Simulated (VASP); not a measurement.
Write the native input for VASP 6.6.1 that does the following.

| Quantity | Value |
| --- | --- |
| Task | single point |
| Functional | PBE |
| Potentials or basis | VASP PAW PBE potentials, release 64 (Ti_sv, O) |
| Cutoff | 520 eV |
| k mesh | 6 × 6 × 4 |
| Occupations | gaussian, width 0.02 eV |
| Spin | no spin polarisation |
| Dipole correction | no |
| Further INCAR settings | ALGO = Normal; EDIFF = 1e-07; NBANDS = 33 |

The structure of TiO2 lies in POSCAR:

```
TiO2
1.0
    2.6805548658     -2.7284128728     -0.0617389515
    2.6752617647      2.7231209861     -0.0543959535
   -2.7090875630      0.0090815493      4.8052823094
Ti O
2 4
Direct
    0.1219484995      0.8575515384      0.2362471605
    0.8755807488      0.1482181876      0.7558577591
    0.3540058329      0.0989456189      0.6738295210
    0.6731971283      0.9418963086      0.3216654504
    0.9681807552      0.6826863602      0.8467382601
    0.0640405078      0.3491038293      0.1745947979
```

One way to write it, as run:

INCAR

```
PREC = Accurate ; ENCUT = 520
EDIFF = 1E-7 ; ISMEAR = 0
SIGMA = 0.02 ; LREAL = False
LASPH = True ; NELM = 60
ALGO = Normal ; ISIF = 2
LWAVE = False ; LCHARG = False
GGA = PE ; NBANDS = 33
```

KPOINTS

```
Automatic mesh
0
Gamma
  6 6 4
```

Potentials or basis: VASP PAW PBE potentials, release 64 (Ti_sv, O).

The run is started by

```console
$ cat potpaw_PBE.64/Ti_sv/POTCAR potpaw_PBE.64/O/POTCAR > POTCAR
$ mpirun -np 1 vasp_std > vasp.out
```

Results of the run:

| Item | Value |
| --- | --- |
| Pressure | 2.7 GPa |
| Largest force | 1.837 eV/Å |
| Band gap on the k mesh | 2.19 eV (least direct gap 2.60 eV) |

Caveat: forces of over 1 eV/Å act on the atoms, so gaps and moduli don't describe the material at rest.

Run time: 2.3 min on 1 thread of AMD EPYC 9R45 96-Core Processor (Zen 5), on a shared host, peak memory 0.23 GiB.
